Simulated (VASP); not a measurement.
# H4C in VASP: further runs

Runs on H4C. Level: PBE+D3(BJ). Tasks: single point, relaxation of the atoms.

Everything below comes from runs of VASP 6.6.1. Logs are shortened: lines on timing, memory, paths and dates and some standing lists are left out, and cuts for length are marked.

## 1. The cell of the first run

The cell holds a disordered packing, 40 atoms: a = 7.958 Å, b = 7.958 Å, c = 7.958 Å, α = 90.00°, β = 90.00°, γ = 90.00°.

## 2. Single point, PBE+D3(BJ)

Contents of INCAR:

```
PREC = Accurate
ENCUT = 520
EDIFF = 1E-6
ISMEAR = -1
SIGMA = 0.02
LREAL = Auto
LASPH = T
NELM = 60
ALGO = Normal
ISIF = 2
LWAVE = F
LCHARG = F
GGA = PE
IVDW = 12
NBANDS = 58
```

Contents of KPOINTS:

```
regular mesh
0
Gamma
  1 1 1
```

Contents of POSCAR:

```
H4C
1.0
    7.9581140000      0.0000000000      0.0000000000
    0.0000000000      7.9581140000      0.0000000000
    0.0000000000      0.0000000000      7.9581140000
C H
8 32
Direct
    0.9181572418      0.5502560029     -0.2063554254
    1.0529756171      0.0352973079      0.7434424790
    0.4008990070      0.3943145323     -0.2040810172
    0.7214523441      0.0941303429      0.9987542274
    0.6239418033      0.0663850757      0.4611017133
    0.7943716313      0.4596566473      0.2078758862
   -0.0373706635      0.7889934726      0.1779693028
    0.3191836659      0.8687736818      0.9618861956
    0.8007801849      0.6224464741     -0.1268893610
    1.0428852866      0.5392232381     -0.1011546203
    0.9875204100      0.6373620684     -0.2804307654
    0.8589974961      0.4511496066     -0.2589809596
    1.1008889795     -0.1013682388      0.7137243824
    1.0203799543      0.0395445454      0.8586456540
    0.9423338243      0.0444326382      0.6671429939
    1.1288729968      0.1397818629      0.7225958311
    0.3211439293      0.2892268193     -0.1921058180
    0.3685043969      0.4911716520     -0.2863869505
    0.5036117854      0.3294499174     -0.2549724721
    0.4638410558      0.4247865763     -0.0761361297
    0.7963318947      0.1859485803      0.9281219143
    0.7949873550      0.0095374356      1.0911002280
    0.6762029295      0.0108568437      0.9105046749
    0.5882926533      0.1673009459      1.0465921951
    0.5237798805      0.1224662024      0.3839477545
    0.6668916781     -0.0513312576      0.4234546024
    0.5465616602      0.0728187608      0.5727864667
    0.7457545846      0.1568964707      0.4590534893
    0.8061332120      0.5841585079      0.2340001664
    0.7022392491      0.3524453156      0.2483377343
    0.9432008639      0.4112029559      0.2509262873
    0.7664253113      0.4399534865      0.0679181022
   -0.0726679713      0.9259229008      0.1996829902
   -0.1622369320      0.7357145173      0.1870418041
    0.0836504730      0.7457922819      0.2375311537
   -0.0160465155      0.7662870876      0.0414042825
    0.1943299631      0.8041226853      0.9984652142
    0.3578360400      0.9471339566      1.0655665400
    0.2933358331      0.9440553377      0.8567105221
    0.4257792738      0.7551537965      0.9422709954
```

Potentials or basis: VASP PAW PBE potentials, release 64 (C, H).

Launch:

```
$ cat potpaw_PBE.64/C/POTCAR potpaw_PBE.64/H/POTCAR > POTCAR
$ mpirun -np 1 vasp_gam > vasp.out
```

OUTCAR:

```text
PREC = Accurate
   ENCUT = 520
   EDIFF = 1E-6
   ISMEAR = -1
   LREAL = Auto
   LASPH = T
   NELM = 60
   ISIF = 2
   GGA = PE
   IVDW = 12
 IVDW          = 12

 ion  position               nearest neighbor table
   1  0.918  0.550  0.794-  12 1.01  11 1.06   9 1.27  10 1.30
   2  0.053  0.035  0.743-  14 0.95  16 1.04  15 1.07  13 1.18
   3  0.401  0.394  0.796-  18 1.04  19 1.05  17 1.05  20 1.16
   4  0.721  0.094  0.999-  23 1.03  21 1.10  22 1.16  24 1.27
   5  0.624  0.066  0.461-  26 1.04  27 1.08  25 1.10  28 1.21
   6  0.794  0.460  0.208-  29 1.02  32 1.15  30 1.17  31 1.29
   7  0.963  0.789  0.178-  34 1.08  36 1.11  35 1.13  33 1.14
   8  0.319  0.869  0.962-  39 1.05  38 1.08  37 1.16  40 1.25
   9  0.801  0.622  0.873-   1 1.27
  10  0.043  0.539  0.899-   1 1.30
  11  0.988  0.637  0.720-   1 1.06
  12  0.859  0.451  0.741-   1 1.01
  13  0.101  0.899  0.714-   2 1.18
  14  0.020  0.040  0.859-   2 0.95
[... 24 lines left out ...]
  39  0.293  0.944  0.857-   8 1.05
  40  0.426  0.755  0.942-   8 1.25

  LATTYP: Found a simple cubic cell.
 ALAT       =     7.9581140000

  Lattice vectors:

 A1 = (   7.9581140000,   0.0000000000,   0.0000000000)
 A2 = (   0.0000000000,   7.9581140000,   0.0000000000)
 A3 = (   0.0000000000,   0.0000000000,   7.9581140000)

Analysis of symmetry for initial positions (statically):
=====================================================================
 Subroutine PRICEL returns:
 Original cell was already a primitive cell.

 Routine SETGRP: Setting up the symmetry group for a
 simple cubic supercell.

 Subroutine GETGRP returns: Found  1 space group operations
 (whereof  1 operations were pure point group operations)
 out of a pool of 48 trial point group operations.

The static configuration has the point symmetry C_1 .

Analysis of symmetry for dynamics (positions and initial velocities):
=====================================================================
 Subroutine PRICEL returns:
 Original cell was already a primitive cell.

 Routine SETGRP: Setting up the symmetry group for a
 simple cubic supercell.

 Subroutine GETGRP returns: Found  1 space group operations
 (whereof  1 operations were pure point group operations)
 out of a pool of 48 trial point group operations.

The dynamic configuration has the point symmetry C_1 .

 Subroutine INISYM returns: Found  1 space group operations
 (whereof  1 operations are pure point group operations),
 and found     1 'primitive' translations

----------------------------------------------------------------------------------------

                                     Primitive cell

  volume of cell :     503.9999

  direct lattice vectors                    reciprocal lattice vectors
     7.958114000  0.000000000  0.000000000     0.125657913  0.000000000  0.000000000
     0.000000000  7.958114000  0.000000000     0.000000000  0.125657913  0.000000000
     0.000000000  0.000000000  7.958114000     0.000000000  0.000000000  0.125657913

  length of vectors
     7.958114000  7.958114000  7.958114000     0.125657913  0.125657913  0.125657913

  position of ions in fractional coordinates (direct lattice)
     0.918157242  0.550256003  0.793644575
     0.052975617  0.035297308  0.743442479
     0.400899007  0.394314532  0.795918983
     0.721452344  0.094130343  0.998754227
     0.623941803  0.066385076  0.461101713
     0.794371631  0.459656647  0.207875886
[... 32 lines left out ...]
     0.293335833  0.944055338  0.856710522
     0.425779274  0.755153796  0.942270995

  ion indices of the primitive-cell ions
   primitive index   ion index
                 1           1
                 2           2
                 3           3
                 4           4
                 5           5
                 6           6
[... 32 lines left out ...]
                39          39
                40          40

----------------------------------------------------------------------------------------

 KPOINTS: regular mesh

Automatic generation of k-mesh.
 Grid dimensions read from file:
 generate k-points for:    1    1    1

 Generating k-lattice:

  Cartesian coordinates                     Fractional coordinates (reciprocal lattice)
     0.125657913  0.000000000  0.000000000     1.000000000  0.000000000  0.000000000
     0.000000000  0.125657913  0.000000000     0.000000000  1.000000000  0.000000000
     0.000000000  0.000000000  0.125657913     0.000000000  0.000000000  1.000000000

  Length of vectors
     0.125657913  0.125657913  0.125657913

  Shift w.r.t. Gamma in fractional coordinates (k-lattice)
     0.000000000  0.000000000  0.000000000

 Subroutine IBZKPT returns following result:
 ===========================================

 Found      1 irreducible k-points:

 Following reciprocal coordinates:
            Coordinates               Weight
  0.000000  0.000000  0.000000      1.000000
   k-points           NKPTS =      1   k-points in BZ     NKDIM =      1   number of bands    NBANDS=     58
   number of dos      NEDOS =    301   number of ions     NIONS =     40
   total plane-waves  NPLWV = 216000
   dimension x,y,z NGX =    60 NGY =   60 NGZ =   60
   dimension x,y,z NGXF=   120 NGYF=  120 NGZF=  120
   ions per type =               8  32
   NGX,Y,Z   is equivalent  to a cutoff of  12.53, 12.53, 12.53 a.u.
   NGXF,Y,Z  is equivalent  to a cutoff of  25.07, 25.07, 25.07 a.u.
 SYSTEM =  unknown system
   PREC   = accura    normal or accurate (medium, high low for compatibility)
   ISTART =      0    job   : 0-new  1-cont  2-samecut
   ICHARG =      2    charge: 1-file 2-atom 10-const
   ISPIN  =      1    spin polarized calculation?
   LNONCOLLINEAR =      F non collinear calculations
   LSORBIT =      F    spin-orbit coupling
   LASPH  =      T    aspherical Exc in radial PAW
   ENCUT  =  520.0 eV  38.22 Ry    6.18 a.u.  14.80 14.80 14.80*2*pi/ulx,y,z
   NELM   =     60;   NELMIN=  2; NELMDL= -5     # of ELM steps
   EDIFF  = 0.1E-05   stopping-criterion for ELM
   LREAL  =      T    real-space projection
   EDIFFG = 0.1E-04   stopping-criterion for IOM
   NSW    =      0    number of steps for IOM
   IBRION =     -1    ionic relax: 0-MD 1-quasi-New 2-CG
   NFREE  =      0    steps in history (QN), initial steepest desc. (CG)
   ISIF   =      2    stress and relaxation
   ISYM   =      2    0-nonsym 1-usesym 2-fastsym
   POTIM  = 0.5000    time-step for ionic-motion
   TEBEG  =    0.0;   TEEND  =   0.0 temperature during run
   PSTRESS=    0.0 pullay stress
   NELECT =      64.0000    total number of electrons
   NUPDOWN=      -1.0000    fix difference up-down
   EMIN   =  10.00;   EMAX   =-10.00  energy-range for DOS
   EFERMI =   0.00;   METHOD = LEGACY
   ISMEAR =    -1;   SIGMA  =   0.02  broadening in eV -4-tet -1-fermi 0-gaus
   EFERMI_NEDOS =   21; number of points for ismear=-14 and -15
   IALGO  =     38    algorithm
   IMIX   =      4    mixing-type and parameters
     AMIX     =   0.40;   BMIX     =  1.00
     AMIX_MAG =   1.60;   BMIX_MAG =  1.00
  volume/ion in A,a.u.               =      12.60        85.03
  Fermi-wavevector in a.u.,A,eV,Ry     =   0.822858  1.554975  9.212431  0.677095
  Thomas-Fermi vector in A             =   1.934266
   LORBIT       =      0    0 simple, 1 ext, 2 COOP (PROOUT), +10 PAW based schemes
   GGA     = PE    functional components
   LHFCALC =     F    Hartree Fock is set to
   AEXX    =    0.0000 exact exchange contribution
   IVDW    =    12    specifies the selected vdW correction
   LEPSILON=     F    determine dielectric tensor
   LRPA    =     F    only Hartree local field effects (RPA)
 non-spin polarized calculation
  energy-cutoff  :      520.00
  volume of cell :      504.00
 maximum number of plane-waves:      6759
 NGX is ok and might be reduce to    60
   NGX = 29   NGY = 29   NGZ = 29

 number of electron      63.9999997 magnetization

 Free energy of the ion-electron system (eV)
  ---------------------------------------------------
  ext. energy  EPLUGINS =         0.00000000
  ---------------------------------------------------
  free energy    TOTEN  =      -185.50326787 eV

  energy without entropy =     -185.50326787  energy(sigma->0) =     -185.50326787

 E-fermi :  -4.8817     XC(G=0):  -5.4457

 val. band max:       -5.3673009870   @ k =   0.0000   0.0000   0.0000
 cond. band min:       0.4520839426   @ k =   0.0000   0.0000   0.0000
 fundamental gap:      5.8193849297
 Fermi energy:        -4.8817282968

 k-point     1 :       0.0000    0.0000    0.0000
  band No.  band energies     occupation
      1     -15.7179      2.00000
      2     -15.4582      2.00000
      3     -15.2979      2.00000
      4     -14.9838      2.00000
      5     -14.7487      2.00000
      6     -14.6430      2.00000
[... 36 lines left out ...]
     43       3.6141      0.00000
     44       3.9068      0.00000
 [bands above 44 left out]

------------------------ aborting loop because EDIFF is reached ----------------------------------------

 Edisp (eV)   -1.14231

 E8    (eV) :    -0.2441

  FORCE on cell =-STRESS in cart. coord.  units (eV):
  Direction    XX          YY          ZZ          XY          YZ          ZX
  --------------------------------------------------------------------------------------
  -------------------------------------------------------------------------------------
  Total     -14.45811     5.13891     9.79038     7.75300    -1.62415    -4.31790
  in kB     -45.96124    16.33620    31.12286    24.64619    -5.16306   -13.72627
  external pressure =        0.50 kB  Pullay stress =        0.00 kB

 VOLUME and BASIS-vectors are now :
 -----------------------------------------------------------------------------
  energy-cutoff  :      520.00
  volume of cell :      504.00
      direct lattice vectors                 reciprocal lattice vectors
     7.958114000  0.000000000  0.000000000     0.125657913  0.000000000  0.000000000
     0.000000000  7.958114000  0.000000000     0.000000000  0.125657913  0.000000000
     0.000000000  0.000000000  7.958114000     0.000000000  0.000000000  0.125657913

 POSITION                                       TOTAL-FORCE (eV/Angst)
 -----------------------------------------------------------------------------------
      7.30680      4.37900      6.31591         1.556323      4.325193      6.188670
      0.42159      0.28090      5.91640         0.793850     -3.575178     -6.123069
      3.19040      3.13800      6.33401         2.150600     -0.573757      2.883321
      5.74140      0.74910      7.94820        -1.647532      1.816402      2.300703
      4.96540      0.52830      3.66950         0.782381      3.801688      0.028746
      6.32170      3.65800      1.65430         1.524891     -6.714335     -1.306083
[... 32 lines left out ...]
      2.33440      7.51290      6.81780         0.339148      0.529230     -1.290139
      3.38840      6.00960      7.49870        -2.122456      2.486309      0.148780
 -----------------------------------------------------------------------------------
    total drift:                               -0.002522     -0.000789     -0.023650

  FREE ENERGIE OF THE ION-ELECTRON SYSTEM (eV)
  ---------------------------------------------------
  free  energy   TOTEN  =      -186.6455777399 eV

  energy  without entropy=     -186.6455777398  energy(sigma->0) =     -186.64557774
```

Run time: 74 s. Hardware: 1 thread of Intel Xeon Platinum 8559C (Emerald Rapids), shared host; peak memory 0.45 GiB.

Results:

| Property | Result |
| --- | --- |
| Free energy | -186.6456 eV |
| Pressure | 0.0 GPa |
| Largest force | 7.709 eV/Å |
| Band gap on the k mesh | 5.82 eV |
| Dispersion energy per atom | -0.029 eV |

Forces in eV/Å, atoms in the order of the input:
```
C    1.556  4.325  6.189
C    0.794 -3.575 -6.123
C    2.151 -0.574  2.883
C   -1.648  1.816  2.301
C    0.782  3.802  0.029
C    1.525 -6.714 -1.306
C    0.384  1.842 -1.248
C    0.746 -4.061  1.334
H    2.676 -1.139 -1.701
H   -3.151 -0.863 -1.884
H   -0.377  0.691 -1.467
H   -0.687 -3.044 -1.509
H   -0.135  2.303  0.246
H   -1.934 -0.046  6.637
H   -0.776  0.345 -0.482
H    1.638  1.099 -0.843
H   -1.689 -0.506  0.392
H   -0.765  1.445 -0.651
H    1.774 -0.629 -1.329
H   -1.396  0.304 -1.292
H    0.158 -0.036  0.521
H   -1.198  1.875 -0.846
H   -0.935 -1.705 -1.877
H    3.067 -1.626 -0.447
H    0.610 -0.204 -1.071
H    0.122 -1.883 -0.487
H    0.761 -0.466  1.230
H   -2.337 -1.319  0.366
H   -1.288  1.706  1.511
H    0.990  2.128  0.723
H   -3.119  0.621 -1.366
H    1.169  0.517  1.108
H    1.410 -0.995 -0.023
H    0.466 -0.051  0.842
H   -1.521  0.035  0.350
H   -0.076  0.620  0.428
H    1.776  0.728 -0.498
H    0.260  0.220  0.502
H    0.339  0.529 -1.290
H   -2.122  2.486  0.149
```

Levels at points of the mesh, in eV from the valence-band top:
```csv
k point,band 29,band 30,band 31,band 32,band 33,band 34,band 35,band 36
"(0.00, 0.00, 0.00)",-0.79,-0.64,-0.31,0.00,5.82,7.64,7.80,7.91
```

Caveat: the k points lie up to 0.79 Å⁻¹ apart; the atoms stand as in a frame of molecular dynamics.

## 3. Single point, PBE+D3(BJ)

Contents of INCAR:

```
SYSTEM = H4C
  PREC = Accurate
  ENCUT = 520
  EDIFF = 1E-7
  ISMEAR = -1
  SIGMA = 0.02
  LREAL = Auto
  LASPH = .True.
  NELM = 80
  ALGO = Normal
  ISIF = 2
  LWAVE = .False.
  LCHARG = .False.
  GGA = PE
  IVDW = 12
  NBANDS = 58
```

Contents of KPOINTS:

```
regular mesh
0
Gamma
  1 1 1
  0 0 0
```

Contents of POSCAR:

```
H4C
1.0
    7.9581140000      0.0000000000      0.0000000000
    0.0000000000      7.9581140000      0.0000000000
    0.0000000000      0.0000000000      7.9581140000
C H
8 32
Direct
    0.8775069068      0.5326010660     -0.2300293763
    1.1336605633      0.1119235035      0.6417349638
    0.3673860415      0.5307790263     -0.4021681519
    0.7055817496      0.1186964650      0.9335880335
    0.6154347626     -0.0397455980      0.5288815918
    0.6772458902      0.3916882819      0.3228654427
   -0.0259986223      0.8614226939      0.2943159648
    0.4427053948      0.7507180721      1.0587558811
    0.7502280063      0.4964744159     -0.3085027432
    0.8266154519      0.6011223262     -0.1294904798
    0.9718131708      0.5935200225     -0.3123478754
    0.9544598130      0.4439745397     -0.1702287753
    1.1185313505      0.2249025334      0.5381048826
    0.9996463986      0.0553397451      0.6978663538
    1.2244484057      0.1127528457      0.7406026101
    1.1864745843      0.0055792114      0.5631862022
    0.3128128097      0.6503550967     -0.3618822249
    0.3828168332      0.5734524537     -0.5242448148
    0.2701142507      0.4525318436     -0.4040907180
    0.5001059296      0.5215180381     -0.3434356432
    0.7116761584     -0.0009047370      0.8658332866
    0.7574156389      0.2081900310      0.8582058513
    0.7836655770      0.0831101439      1.0245015339
    0.5664156105      0.1548859441      0.9652789593
    0.6320970019      0.0908255398      0.4616797397
    0.5973023257     -0.1190357414      0.4304914456
    0.5281025127     -0.0921826453      0.6370353579
    0.7376873465     -0.1014185019      0.5870360741
    0.6552934527      0.5148833002      0.2747384619
    0.5508968582      0.3835456491      0.3871645970
    0.7793052474      0.3617440012      0.4073452579
    0.7224324758      0.3189826132      0.2237716122
    0.0671515889      0.7550658360      0.3414251166
   -0.0467196122      0.9969321877      0.3454964329
   -0.1460773244      0.7948114340      0.3041801110
    0.0037823032      0.8561953247      0.1585048920
    0.5205002090      0.7008947095      1.1529490530
    0.3664938703      0.8582686802      1.1018942428
    0.3789088721      0.6695430601      0.9651281698
    0.5374640273      0.8246426226      0.9643239592
```

Potentials or basis: VASP PAW PBE potentials, release 64 (C, H).

Launch:

```
$ cat potpaw_PBE.64/C/POTCAR potpaw_PBE.64/H/POTCAR > POTCAR
$ mpirun -np 1 vasp_gam > vasp.out
```

Run time: 90 s. Hardware: 1 thread of Intel Xeon Platinum 8559C (Emerald Rapids), shared host; peak memory 0.5 GiB.

Results (log left out):

- Free energy: -188.1832 eV
- Pressure: -0.5 GPa
- Largest force: 5.697 eV/Å
- Band gap on the k mesh: 6.27 eV
- Dispersion energy per atom: -0.026 eV

Forces on the atoms (eV/Å):
```
C   -1.967  0.076 -2.933
C   -2.664 -1.374 -2.338
C    3.709  4.055  1.504
C   -4.793 -1.196 -1.516
C    1.852 -0.104  3.220
C   -1.366  0.478  1.621
C    0.348 -1.192 -0.213
C    0.922  2.920 -3.831
H    2.852 -0.102  1.302
H   -0.274  1.702  1.066
H   -0.788  0.630  0.169
H    0.263 -2.218  0.452
H    0.251 -1.857  2.611
H    2.537  1.513 -1.249
H    0.500  1.141  0.767
H   -0.611  0.569  0.277
H   -0.044  0.260  0.973
H    0.753  0.162 -2.599
H   -2.511 -3.609  0.622
H   -2.038 -0.695 -0.423
H   -0.694  0.050 -0.666
H    1.200  2.201 -1.691
H    2.276 -0.278  4.031
H    2.082 -0.694 -0.069
H   -0.555 -1.502  2.090
H   -0.813 -2.147 -2.609
H    0.410  2.044 -1.679
H   -1.056  1.602 -1.048
H    1.151  1.354 -0.127
H    0.914 -1.424 -0.699
H    0.278  1.112  1.053
H   -0.815 -1.607 -1.955
H   -0.904  2.341  0.252
H    1.030 -2.032 -0.360
H   -0.271  0.161  0.036
H   -0.143  0.629  0.119
H    0.513 -0.997  1.054
H   -0.215 -0.576  0.168
H   -0.042 -0.162  0.983
H   -1.276 -1.235  1.632
```

Stress tensor (GPa, compression positive):
```
-3.01  1.44  1.07
 1.44 -0.16  2.01
 1.07  2.01  1.52
```

Levels at points of the mesh, in eV from the valence-band top:
| k point | band 29 | band 30 | band 31 | band 32 | band 33 | band 34 | band 35 | band 36 |
| --- | --- | --- | --- | --- | --- | --- | --- | --- |
| (0.00, 0.00, 0.00) | -0.39 | -0.30 | -0.13 | 0.00 | 6.27 | 8.10 | 8.16 | 8.42 |

Caveat: the k points lie up to 0.79 Å⁻¹ apart; the atoms stand as in a frame of molecular dynamics.

(Part 1 of 2 ends here.)
